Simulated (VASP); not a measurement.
# Cd (Im-3m) in VASP: further runs, part 2 of 2

VASP 6.6.1. Earlier steps stand in the parts before.

**3. Single point, RPBE (volume scaled by 1.08)**

Contents of INCAR:

```
SYSTEM = Cd
PREC = Accurate
ENCUT = 520
EDIFF = 1E-6
ISMEAR = -1
SIGMA = 0.1
LREAL = .FALSE.
LASPH = .TRUE.
NELM = 100
ALGO = Normal
ISIF = 2
LWAVE = .FALSE.
LCHARG = .FALSE.
GGA = RP
NBANDS = 12
```

Contents of KPOINTS:

```
Automatic mesh
0
G
  14 14 14
  0 0 0
```

Contents of POSCAR:

```
Cd
1.0
   -1.8892420563      1.8892420563      1.8892420563
    1.8892420563     -1.8892420563      1.8892420563
    1.8892420563      1.8892420563     -1.8892420563
Cd
1
Direct
    0.0000000000      0.0000000000      0.0000000000
```

Potentials or basis: VASP PAW PBE potentials, release 64 (Cd).

On the command line:

```sh
$ cat potpaw_PBE.64/Cd/POTCAR > POTCAR
$ mpirun -np 1 vasp_std > vasp.out
```

OUTCAR:

```text
SYSTEM = Cd
   PREC = Accurate
   ENCUT = 520
   EDIFF = 1E-6
   ISMEAR = -1
   LREAL = .FALSE.
   LASPH = .TRUE.
   NELM = 100
   ISIF = 2
   GGA = RP

 ion  position               nearest neighbor table
   1  0.000  0.000  0.000-

  LATTYP: Found a body centered cubic cell.
 ALAT       =     3.7784841126

  Lattice vectors:

 A1 = (  -1.8892420563,   1.8892420563,   1.8892420563)
 A2 = (   1.8892420563,  -1.8892420563,   1.8892420563)
 A3 = (   1.8892420563,   1.8892420563,  -1.8892420563)

Analysis of symmetry for initial positions (statically):
=====================================================================
 Subroutine PRICEL returns:
 Original cell was already a primitive cell.

 Routine SETGRP: Setting up the symmetry group for a
 body centered cubic supercell.

 Subroutine GETGRP returns: Found 48 space group operations
 (whereof 48 operations were pure point group operations)
 out of a pool of 48 trial point group operations.

The static configuration has the point symmetry O_h .

Analysis of symmetry for dynamics (positions and initial velocities):
=====================================================================
 Subroutine PRICEL returns:
 Original cell was already a primitive cell.

 Routine SETGRP: Setting up the symmetry group for a
 body centered cubic supercell.

 Subroutine GETGRP returns: Found 48 space group operations
 (whereof 48 operations were pure point group operations)
 out of a pool of 48 trial point group operations.

The dynamic configuration has the point symmetry O_h .

 Subroutine INISYM returns: Found 48 space group operations
 (whereof 48 operations are pure point group operations),
 and found     1 'primitive' translations

----------------------------------------------------------------------------------------

                                     Primitive cell

  volume of cell :      26.9726

  direct lattice vectors                    reciprocal lattice vectors
    -1.889242056  1.889242056  1.889242056     0.000000000  0.264656399  0.264656399
     1.889242056 -1.889242056  1.889242056     0.264656399  0.000000000  0.264656399
     1.889242056  1.889242056 -1.889242056     0.264656399  0.264656399  0.000000000

  length of vectors
     3.272263229  3.272263229  3.272263229     0.374280669  0.374280669  0.374280669

  position of ions in fractional coordinates (direct lattice)
     0.000000000  0.000000000  0.000000000

  ion indices of the primitive-cell ions
   primitive index   ion index
                 1           1

----------------------------------------------------------------------------------------

 KPOINTS: Automatic mesh

Automatic generation of k-mesh.
 Grid dimensions read from file:
 generate k-points for:   14   14   14

 Generating k-lattice:

  Cartesian coordinates                     Fractional coordinates (reciprocal lattice)
     0.000000000  0.018904029  0.018904029     0.071428571  0.000000000  0.000000000
     0.018904029  0.000000000  0.018904029     0.000000000  0.071428571  0.000000000
     0.018904029  0.018904029  0.000000000     0.000000000  0.000000000  0.071428571

  Length of vectors
     0.026734334  0.026734334  0.026734334

  Shift w.r.t. Gamma in fractional coordinates (k-lattice)
     0.000000000  0.000000000  0.000000000

 Subroutine IBZKPT returns following result:
 ===========================================

 Found    104 irreducible k-points:

 Following reciprocal coordinates:
            Coordinates               Weight
  0.000000  0.000000  0.000000      1.000000
  0.071429  0.000000  0.000000     12.000000
  0.142857  0.000000  0.000000     12.000000
  0.214286  0.000000  0.000000     12.000000
  0.285714  0.000000  0.000000     12.000000
  0.357143  0.000000  0.000000     12.000000
[... 16 lines left out ...]
  0.285714  0.285714  0.000000     24.000000
  0.357143  0.285714 -0.000000     24.000000
 [... further k-points ...]
   k-points           NKPTS =    104   k-points in BZ     NKDIM =    104   number of bands    NBANDS=     12
   number of dos      NEDOS =    301   number of ions     NIONS =      1
   total plane-waves  NPLWV =  13824
   dimension x,y,z NGX =    24 NGY =   24 NGZ =   24
   dimension x,y,z NGXF=    48 NGYF=   48 NGZF=   48
   ions per type =               1
   NGX,Y,Z   is equivalent  to a cutoff of  12.19, 12.19, 12.19 a.u.
   NGXF,Y,Z  is equivalent  to a cutoff of  24.39, 24.39, 24.39 a.u.
 SYSTEM =  Cd
   PREC   = accura    normal or accurate (medium, high low for compatibility)
   ISTART =      0    job   : 0-new  1-cont  2-samecut
   ICHARG =      2    charge: 1-file 2-atom 10-const
   ISPIN  =      1    spin polarized calculation?
   LNONCOLLINEAR =      F non collinear calculations
   LSORBIT =      F    spin-orbit coupling
   LASPH  =      T    aspherical Exc in radial PAW
   ENCUT  =  520.0 eV  38.22 Ry    6.18 a.u.   6.08  6.08  6.08*2*pi/ulx,y,z
   NELM   =    100;   NELMIN=  2; NELMDL= -5     # of ELM steps
   EDIFF  = 0.1E-05   stopping-criterion for ELM
   LREAL  =      F    real-space projection
   EDIFFG = 0.1E-04   stopping-criterion for IOM
   NSW    =      0    number of steps for IOM
   IBRION =     -1    ionic relax: 0-MD 1-quasi-New 2-CG
   NFREE  =      0    steps in history (QN), initial steepest desc. (CG)
   ISIF   =      2    stress and relaxation
   ISYM   =      2    0-nonsym 1-usesym 2-fastsym
   POTIM  = 0.5000    time-step for ionic-motion
   TEBEG  =    0.0;   TEEND  =   0.0 temperature during run
   PSTRESS=    0.0 pullay stress
   NELECT =      12.0000    total number of electrons
   NUPDOWN=      -1.0000    fix difference up-down
   EMIN   =  10.00;   EMAX   =-10.00  energy-range for DOS
   EFERMI =   0.00;   METHOD = LEGACY
   ISMEAR =    -1;   SIGMA  =   0.10  broadening in eV -4-tet -1-fermi 0-gaus
   EFERMI_NEDOS =   21; number of points for ismear=-14 and -15
   IALGO  =     38    algorithm
   IMIX   =      4    mixing-type and parameters
     AMIX     =   0.40;   BMIX     =  1.00
     AMIX_MAG =   1.60;   BMIX_MAG =  1.00
  volume/ion in A,a.u.               =      26.97       182.02
  Fermi-wavevector in a.u.,A,eV,Ry     =   1.249763  2.361710 21.251041  1.561907
  Thomas-Fermi vector in A             =   2.383788
   LORBIT       =      0    0 simple, 1 ext, 2 COOP (PROOUT), +10 PAW based schemes
   GGA     = RP    functional components
   LHFCALC =     F    Hartree Fock is set to
   AEXX    =    0.0000 exact exchange contribution
   IVDW    =     0    specifies the selected vdW correction
   LEPSILON=     F    determine dielectric tensor
   LRPA    =     F    only Hartree local field effects (RPA)
 non-spin polarized calculation
  energy-cutoff  :      520.00
  volume of cell :       26.97
 maximum number of plane-waves:       737
   NGX = 13   NGY = 13   NGZ = 13

 number of electron      12.0000012 magnetization

 Free energy of the ion-electron system (eV)
  ---------------------------------------------------
  ext. energy  EPLUGINS =         0.00000000
  ---------------------------------------------------
  free energy    TOTEN  =        -0.31231175 eV

  energy without entropy =       -0.29834049  energy(sigma->0) =       -0.30532612

 E-fermi :   1.6384     XC(G=0):  -9.7692

 val. band max:        1.6023109289   @ k =  -0.4286   0.5000   0.0714
 cond. band min:       1.6497738829   @ k =  -0.4286   0.4286   0.3571
 fundamental gap:      0.0474629539
 Fermi energy:         1.6384041910

 k-point     1 :       0.0000    0.0000    0.0000
  band No.  band energies     occupation
      1      -7.1350      2.00000
      2      -7.1350      2.00000
      3      -7.1350      2.00000
      4      -6.7208      2.00000
      5      -6.7208      2.00000
      6      -5.6977      2.00000
      7      15.3831      0.00000
      8      15.3831      0.00000
      9      15.3831      0.00000
     10      16.1757      0.00000
     11      16.1757      0.00000
     12      16.1757      0.00000
[... 331 lines left out ...]
 k-point    24 :       0.3571    0.2857   -0.0000
  band No.  band energies     occupation
      1      -7.2952      2.00000
      2      -7.0319      2.00000
      3      -6.9095      2.00000
      4      -6.7088      2.00000
      5      -6.6485      2.00000
      6       1.5062      1.57898
      7       2.1125      0.01732
      8       3.6568      0.00000
      9       9.9066      0.00000
     10      16.6044      0.00000
     11      17.7310      0.00000
     12      18.5002      0.00000

 [... further k-points ...]

------------------------ aborting loop because EDIFF is reached ----------------------------------------

  FORCE on cell =-STRESS in cart. coord.  units (eV):
  Direction    XX          YY          ZZ          XY          YZ          ZX
  --------------------------------------------------------------------------------------
  -------------------------------------------------------------------------------------
  Total       -0.2114793     -0.2114793     -0.2114793      0.0000000      0.0000000     -0.0000000
  in kB      -12.5619078    -12.5619078    -12.5619078      0.0000000      0.0000000     -0.0000000
  external PRESSURE =     -12.5619078 kB  Pullay stress =       0.0000000 kB

 VOLUME and BASIS-vectors are now :
 -----------------------------------------------------------------------------
  energy-cutoff  :      520.00
  volume of cell :       26.97
      direct lattice vectors                 reciprocal lattice vectors
    -1.889242056  1.889242056  1.889242056     0.000000000  0.264656399  0.264656399
     1.889242056 -1.889242056  1.889242056     0.264656399  0.000000000  0.264656399
     1.889242056  1.889242056 -1.889242056     0.264656399  0.264656399  0.000000000

 POSITION                                       TOTAL-FORCE (eV/Angst)
 -----------------------------------------------------------------------------------
      0.00000      0.00000      0.00000        -0.000000     -0.000000     -0.000000
 -----------------------------------------------------------------------------------
    total drift:                                0.000000      0.000000     -0.000000

  FREE ENERGIE OF THE ION-ELECTRON SYSTEM (eV)
  ---------------------------------------------------
  free  energy   TOTEN  =        -0.3123117517 eV

  energy  without entropy=       -0.2983404858  energy(sigma->0) =       -0.30532612
```

OSZICAR:

```text
N       E                     dE             d eps       ncg     rms          rms(c)
DAV:   1     0.713328593608E+02    0.71333E+02   -0.67231E+03  2608   0.956E+02
DAV:   2     0.106039276380E+01   -0.70272E+02   -0.67441E+02  2760   0.233E+02
DAV:   3    -0.314119339166E+00   -0.13745E+01   -0.13740E+01  2924   0.365E+01
DAV:   4    -0.315879695705E+00   -0.17604E-02   -0.17603E-02  2776   0.130E+00
DAV:   5    -0.315884420618E+00   -0.47249E-05   -0.47248E-05  2888   0.665E-02    0.195E+00
DAV:   6    -0.307471222674E+00    0.84132E-02   -0.41859E-02  2836   0.237E+00    0.161E+00
DAV:   7    -0.310886365964E+00   -0.34151E-02   -0.77802E-03  2596   0.855E-01    0.717E-01
DAV:   8    -0.312219439517E+00   -0.13331E-02   -0.18205E-03  2644   0.490E-01    0.700E-02
DAV:   9    -0.312310723168E+00   -0.91284E-04   -0.10032E-04  2784   0.899E-02    0.156E-02
DAV:  10    -0.312311903657E+00   -0.11805E-05   -0.12758E-06  2728   0.108E-02    0.245E-03
DAV:  11    -0.312311751715E+00    0.15194E-06   -0.94165E-08  1360   0.291E-03
   1 F= -.31231175E+00 E0= -.30532612E+00  d E =-.139713E-01
```

It took 31 s on 1 thread of Intel Xeon 6975P-C, shared host; peak memory 0.15 GiB.

What came out:

| Property | Result |
| --- | --- |
| Free energy | -0.3123 eV |
| Pressure | -1.3 GPa |
| Band gap on the k mesh | zero (band 6 reaches 4.96 eV, above the bottom of band 7 at 0.49 eV) |

Levels at points of the mesh, in eV from the Fermi level:
| k point | band 3 | band 4 | band 5 | band 6 | band 7 | band 8 | band 9 | band 10 |
| --- | --- | --- | --- | --- | --- | --- | --- | --- |
| (0.00, 0.00, 0.00) | -8.77 | -8.36 | -8.36 | -7.34 | 13.74 | 13.74 | 13.74 | 14.54 |
| (0.50, 0.00, 0.00) | -8.38 | -8.35 | -8.08 | -1.34 | -1.15 | 8.23 | 9.22 | 12.13 |
| (0.50, 0.50, 0.50) | -8.15 | -8.15 | -8.15 | 3.32 | 3.32 | 3.32 | 4.12 | 7.22 |

Caveat: the cell differs from its parent crystal (volume scaled by 1.08); the PAW data sets were made with another functional, which shifts forces and pressure a little.

**4. Relaxation of cell and atoms, RPBE**

This run uses another cell than the first one, of 21.59 Å³/atom, 0.831 times its volume.

Contents of INCAR:

```
SYSTEM = Cd
PREC     = Accurate       ! precision mode
ENCUT    = 600            ! plane-wave cutoff, eV
EDIFF    = 1E-6           ! SCF threshold, eV
ISMEAR   = -1             ! smearing method
SIGMA    = 0.1            ! smearing width, eV
LREAL    = .FALSE.        ! projectors in reciprocal space
LASPH    = .TRUE.         ! aspherical terms in the spheres
NELM     = 60             ! most SCF steps
ALGO     = Normal         ! electronic algorithm
ISIF     = 3              ! what is computed and relaxed
LWAVE    = .FALSE.        ! write WAVECAR
LCHARG   = .FALSE.        ! write CHGCAR
GGA      = RP             ! functional
IBRION   = 2              ! ionic algorithm
NSW      = 80             ! ionic steps
EDIFFG   = -0.01          ! ionic threshold
```

Contents of KPOINTS:

```
Automatic mesh
0
G
  13 13 13
  0 0 0
```

Contents of POSCAR:

```
Cd
1.0
   -1.7540139848      1.7540139848      1.7540139848
    1.7540139848     -1.7540139848      1.7540139848
    1.7540139848      1.7540139848     -1.7540139848
Cd
1
Direct
    0.0000000000      0.0000000000      0.0000000000
```

On the command line:

```sh
$ cat potpaw_PBE.64/Cd/POTCAR > POTCAR
$ mpirun -np 1 vasp_std > vasp.out
```

Run time: 64 s. Hardware: 1 thread of Intel Xeon 6975P-C, shared host; peak memory 0.15 GiB.

Results (log left out):

- Free energy: -0.3194 eV
- Relaxed volume: 25.08 Å³/atom
- Relaxed cell: a = 3.194 Å, b = 3.194 Å, c = 3.194 Å, α = 109.47°, β = 109.47°, γ = 109.47°
- Space group after relaxing (to 0.05 Å): Im-3m (No. 229)
- Energy gained by relaxing: 60.4 meV/atom
- Ionic steps: 4
- Pressure after relaxing: 0.0 GPa
- Band gap on the k mesh: zero (band 6 reaches 4.55 eV, above the bottom of band 7 at 1.09 eV)

The path:
| step | energy change (eV) | largest force (eV/Å) | pressure (GPa) | volume (Å³) |
| --- | --- | --- | --- | --- |
| 1 | 0.0000 | 0.0000 | 6.66 | 21.59 |
| 2 | -0.0593 | 0.0000 | 0.67 | 24.51 |
| 3 | -0.0604 | 0.0000 | -0.08 | 25.15 |
| 4 | -0.0604 | 0.0000 | 0.01 | 25.08 |

Final structure:
```xyz
1
Lattice="-1.8439 1.8439 1.8439 1.8439 -1.8439 1.8439 1.8439 1.8439 -1.8439" Properties=species:S:1:pos:R:3 pbc="T T T"
Cd    0.0000    0.0000    0.0000
```

Levels at points of the mesh, in eV from the Fermi level:
```
           k point  band 4  band 5  band 6  band 7  band 8  band 9
(0.00, 0.00, 0.00)   -8.47   -8.47   -7.83   14.63   14.86   14.86
```

Caveat: the volume moved by over 15 % at a fixed basis, so the end points are rough; the PAW data sets were made with another functional, which shifts forces and pressure a little.

**5. Overview**

| task | cell | k mesh | cutoff (eV) | gap on the mesh (eV) | pressure (GPa) |
| --- | --- | --- | --- | --- | --- |
| single point | a = 3.231 Å, angles 109.5°, 1 atom | 14 × 14 × 14 | 520 | none | -0.6 |
| single point | a = 3.272 Å, angles 109.5°, 1 atom | 14 × 14 × 14 | 520 | none | -1.3 |
| relaxation of cell and atoms | relaxed from a = 3.038 Å, angles 109.5°, 1 atom | 13 × 13 × 13 | 600 | none | 0.0 |

Alike in all rows: level RPBE; potentials or basis VASP PAW PBE potentials, release 64 (Cd); no spin polarisation; smearing fermi-dirac 0.1 eV.

Caveats: the PAW data sets were made with another functional, which shifts forces and pressure a little; the volume moved by over 15 % at a fixed basis, so the end points are rough (some runs).

Total energies depend on the potentials used, so only differences within one code and one set of settings carry meaning.
